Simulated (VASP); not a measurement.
## Ti3Al: single point with PBEsol

Crystal: Ti3Al.

```xyz
4
Lattice="0.0000 3.2318 3.2318 3.2318 0.0000 3.2318 3.2318 3.2318 0.0000" Properties=species:S:1:pos:R:3 pbc="T T T"
Ti   -0.0237   -0.0207    0.0087
Ti    1.5917    1.6693    1.5847
Ti    4.8512    4.8100    4.9361
Al    3.2517    3.2256    3.2180
```

This cell differs from its parent crystal: atoms moved at random.

```yaml
Program: VASP 6.6.1
Task: single point
Functional: PBEsol
Potentials_or_basis: VASP PAW PBE potentials, release 64 (Ti_sv, Al)
Cutoff: 520 eV
k_mesh: 7 × 7 × 7
Occupations: fermi-dirac, width 0.05 eV
Spin: no spin polarisation
```

The pressure is -4.5 GPa and the largest force is 0.472 eV/Å. The band gap on the k mesh is zero (an odd number of electrons rules out a gap without spin polarisation).

Forces in eV/Å, atoms in the order of the input:
```
Ti   0.043  0.086  0.062
Ti   0.145 -0.315  0.146
Ti  -0.008  0.119 -0.457
Al  -0.180  0.110  0.249
```

Stress tensor (GPa, compression positive):
```
-4.40 -1.10  0.82
-1.10 -4.49 -0.33
 0.82 -0.33 -4.57
```

Levels at points of the mesh, in eV from the Fermi level:
| k point | band 15 | band 16 | band 17 | band 18 | band 19 | band 20 | band 21 | band 22 | band 23 | band 24 |
| --- | --- | --- | --- | --- | --- | --- | --- | --- | --- | --- |
| (0.00, 0.00, 0.00) | -1.69 | -1.65 | -1.60 | -1.59 | -0.04 | 0.04 | 0.07 | 2.09 | 2.23 | 2.39 |

Wall time 12 min on 1 thread of Intel(R) Xeon(R) 6975P-C (Granite Rapids), with other jobs on the host, peak memory 0.4 GiB.

Caveat: the cell differs from its parent crystal (atoms moved at random); the cell stands under tension; the PAW data sets were made with another functional, which shifts forces and pressure a little.
